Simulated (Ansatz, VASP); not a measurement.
TiB: VASP beside Ansatz

File INCAR:

```
SYSTEM = TiB
PREC = Accurate
ENCUT = 520
EDIFF = 1E-6
ISMEAR = -1
SIGMA = 0.15
LREAL = .FALSE.
LASPH = .TRUE.
NELM = 100
ALGO = Normal
ISIF = 2
LWAVE = .FALSE.
LCHARG = .TRUE.
LELF = .TRUE.
LVHAR = .TRUE.
NBANDS = 14
```

The input KPOINTS:

```
regular mesh
0
G
  16 16 16
  0 0 0
```

File POSCAR:

```
TiB
1.0
    0.0000000000      2.4479985682      2.4479985682
    2.4479985682      0.0000000000      2.4479985682
    2.4479985682      2.4479985682      0.0000000000
Ti B
1 1
Direct
    0.7500000000      0.7500000000      0.7500000000
    0.0000000000      0.0000000000      0.0000000000
```

Input for Ansatz:

```yaml
crystal:
  lattice:
    - [0.0, 2.4479985682, 2.4479985682]
    - [2.4479985682, 0.0, 2.4479985682]
    - [2.4479985682, 2.4479985682, 0.0]
  atoms:
    - { symbol: Ti, position: [0.75, 0.75, 0.75] }
    - { symbol: B, position: [0.0, 0.0, 0.0] }
basis:
  ecutwfc: 420
kpoints:
  mp_grid: { grid: [16, 16, 16] }
hamiltonian:
  xc: lda
scf:
  occupations: { method: fermi_dirac, width: 0.15 }
output:
  forces: true
  stress: true
  eigenvalues: true
```

Alike in both runs: task single point; functional LDA; k mesh 16 × 16 × 16; occupations fermi-dirac, width 0.15 eV; no spin polarisation.

|  | VASP | Ansatz |
| --- | --- | --- |
| version | VASP 6.6.1 | Ansatz 0.2.0 |
| potentials or method | VASP PAW LDA potentials, release 64 (Ti_sv, B), cutoff 520 eV | scalar-relativistic, plane waves, PAW |
| valence electrons in the cell | 15 | 15 |

```csv
,VASP,Ansatz,Ansatz less VASP
gap on the k mesh at the Fermi level (eV),none,none,-
pressure (GPa),-2.0,-2.1,-0.12
```

LDA's correlation is that of Perdew and Zunger in VASP and of Perdew and Wang (1992) in Ansatz. A gap of «none» marks a metal or a gap that the smearing closes.
